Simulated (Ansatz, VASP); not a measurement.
AlRu: VASP beside Ansatz

Contents of INCAR:

```
ALGO = Fast
EDIFF = 1E-6
ENCUT = 520
GGA = PS
ISIF = 2
ISMEAR = 0
LASPH = T
LCHARG = F
LREAL = F
LWAVE = F
NBANDS = 16
NELM = 80
PREC = Accurate
SIGMA = 0.15
```

Contents of KPOINTS:

```
k-points
0
Gamma
  22 22 22
```

File POSCAR:

```
AlRu
1.0
    3.1420960885      0.0000000000      0.0000000000
    0.0000000000      3.1420960885      0.0000000000
    0.0000000000      0.0000000000      2.6707816752
Al Ru
1 1
Direct
    0.0000000000      0.0000000000      0.0000000000
    0.5000000000      0.5000000000      0.5000000000
```

Input for Ansatz:

```yaml
crystal:
  lattice:
    - [3.1420960885, 0.0, 0.0]
    - [0.0, 3.1420960885, 0.0]
    - [0.0, 0.0, 2.6707816752]
  atoms:
    - { symbol: Al, position: [0.0, 0.0, 0.0] }
    - { symbol: Ru, position: [0.5, 0.5, 0.5] }
basis:
  ecutwfc: 420
kpoints:
  mp_grid: { grid: [22, 22, 22] }
hamiltonian:
  xc: pbesol
scf:
  occupations: { method: gaussian, width: 0.15 }
output:
  forces: true
  stress: true
  eigenvalues: true
```

Alike in both runs: task single point; functional PBEsol; k mesh 22 × 22 × 22; occupations gaussian, width 0.15 eV; no spin polarisation.

|  | VASP | Ansatz |
| --- | --- | --- |
| version | VASP 6.6.1 | Ansatz 0.2.0 |
| potentials or method | VASP PAW PBE potentials, release 64 (Al, Ru_pv), cutoff 520 eV | scalar-relativistic, plane waves, PAW |
| valence electrons in the cell | 17 | 19 |

VASP gave:

- gap on the k mesh at the Fermi level (eV): none
- pressure (GPa): 3.9
- traceless stress, the component that is largest in VASP (GPa): 24.90

**Question.** Estimate Ansatz's values.

**Answer.** gap on the k mesh at the Fermi level (eV): none; pressure (GPa): 3.7; traceless stress, the component that is largest in VASP (GPa): 24.84.

VASP's potentials were made for PBE, not for PBEsol. A gap of «none» marks a metal or a gap that the smearing closes. With one functional, cell and mesh, what is left measures potentials, basis and numerics. VASP's potentials hold 17 valence electrons a cell and Ansatz's 19, so a difference there can come from the potentials and not from the codes.
